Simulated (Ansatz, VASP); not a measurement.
SrO: VASP beside Ansatz

Contents of INCAR:

```
PREC = Accurate ; ENCUT = 520
EDIFF = 1E-8 ; ISMEAR = -1
SIGMA = 0.03 ; LREAL = F
LASPH = T ; NELM = 100
ALGO = Normal ; ISIF = 2
LWAVE = F ; LCHARG = F
GGA = PE ; LEFG = T
NBANDS = 15
```

Contents of KPOINTS:

```
regular mesh
0
Gamma
  13 13 13
```

Contents of POSCAR:

```
SrO
1.0
    0.0259740641      2.5974064114      2.5974064114
    2.5974064114      0.0259740641      2.5974064114
    2.6233804756      2.6233804756      0.0000000000
Sr O
1 1
Direct
    0.0000000000      0.0000000000      0.0000000000
    0.5000000000      0.5000000000      0.5000000000
```

Input for Ansatz:

```yaml
crystal:
  lattice:
    - [0.0259740641, 2.5974064114, 2.5974064114]
    - [2.5974064114, 0.0259740641, 2.5974064114]
    - [2.6233804756, 2.6233804756, 0.0]
  atoms:
    - { symbol: Sr, position: [0.0, 0.0, 0.0] }
    - { symbol: O, position: [0.5, 0.5, 0.5] }
kpoints:
  mp_grid: { grid: [13, 13, 13] }
scf:
  occupations: { method: fermi_dirac, width: 0.03 }
hamiltonian:
  xc: pbe
  pseudopotentials: { kind: all_electron, datasets: crystal }
output:
  forces: true
  stress: true
  eigenvalues: true
  efg: { contact_densities: true }
```

Change from the starting cell: xy shear strain of +2 %, crystal datasets.

Alike in both runs: task electric field gradients; functional PBE; k mesh 13 × 13 × 13; occupations fermi-dirac, width 0.03 eV; no spin polarisation.

```csv
,VASP,Ansatz
version,VASP 6.6.1,Ansatz 0.2.0
potentials or method,"VASP PAW PBE potentials, release 64 (Sr_sv, O), cutoff 520 eV","all-electron PAW with datasets made for the crystal, scalar-relativistic"
```

```csv
,VASP,Ansatz,Ansatz less VASP
gap on the k mesh at the Fermi level (eV),3.28,3.33,+0.044
pressure (GPa),0.5,0.0,-0.50
"traceless stress, the component that is largest in VASP (GPa)",-1.09,-1.09,-0.002
size of Vzz on the site where it differs most (V/Å²),7.3,7.3,-0.06
```

Ansatz ran all-electron here, and VASP with PAW potentials.
